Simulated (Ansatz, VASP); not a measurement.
Al2Cl3: VASP beside Ansatz

```
Al Cl
1.0
     3.18374    1.83813    9.42046
    -3.18374    1.83813    9.42046
     0.00000   -3.67627    9.42046
Al Cl
4 6
Direct
  0.37321 0.37321 0.37321
  0.12679 0.12679 0.12679
  0.62679 0.62679 0.62679
  0.87321 0.87321 0.87321
  0.60916 0.89084 0.25000
  0.25000 0.60916 0.89084
  0.89084 0.25000 0.60916
  0.39084 0.10916 0.75000
  0.75000 0.39084 0.10916
  0.10916 0.75000 0.39084
```

Alike in both runs: functional PBE; k mesh 6 × 6 × 6; occupations gaussian, width 0.1 eV; no spin polarisation.

Ansatz relaxed the structure, and its values are those at the end. VASP's run is a single point on that final structure, the one shown.

```csv
,VASP,Ansatz
version,VASP 6.6.1,Ansatz 0.2.0
potentials or method,"VASP PAW PBE potentials, release 64 (Al, Cl), cutoff 520 eV","scalar-relativistic, plane waves, PAW"
valence electrons in the cell,54,54
```

```csv
,VASP,Ansatz,Ansatz less VASP
gap on the k mesh at the Fermi level (eV),none,none,-
pressure (GPa),-0.1,0.0,+0.07
rms of the force components (eV/Å),0.006,0.000,-0.0058
```

A gap of «none» marks a metal or a gap that the smearing closes. The functional is the same, so the differences come from potentials, cutoffs and numerics.
